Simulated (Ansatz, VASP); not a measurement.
**Two plane-wave programs on Ta**

```
CELL_PARAMETERS angstrom
-1.64026 1.64026 -1.64026
-1.64026 -1.64026 1.64026
0.00000 7.97525 7.97525
ATOMIC_POSITIONS crystal
Ta 0.00000 0.00000 0.71984
Ta 0.50000 0.50000 0.10283
Ta 0.00000 0.00000 0.30850
Ta 0.50000 0.50000 0.51417
```

Alike in both runs: task single point; functional PBEsol; k mesh 22 × 22 × 7; occupations gaussian, width 0.15 eV; no spin polarisation.

|  | VASP | Ansatz |
| --- | --- | --- |
| version | VASP 6.6.1 | Ansatz 0.2.0 |
| potentials or method | VASP PAW PBE potentials, release 64 (Ta_pv), cutoff 520 eV | scalar-relativistic, plane waves, PAW |
| valence electrons in the cell | 44 | 52 |

```csv
,VASP,Ansatz,Ansatz less VASP
gap on the k mesh at the Fermi level (eV),none,none,-
pressure (GPa),-7.6,-7.7,-0.10
"traceless stress, the component that is largest in VASP (GPa)",0.58,0.57,-0.008
rms of the force components (eV/Å),0.124,0.121,-0.0029
```

VASP's potentials were made for PBE, not for PBEsol. Atom by atom the forces differ by 0.003 eV/Å (rms over components). A gap of «none» marks a metal or a gap that the smearing closes. The functional is the same, so the differences come from potentials, cutoffs and numerics. VASP's potentials hold 44 valence electrons a cell and Ansatz's 52, so a difference there can come from the potentials and not from the codes.

Spin-orbit coupling is off throughout.
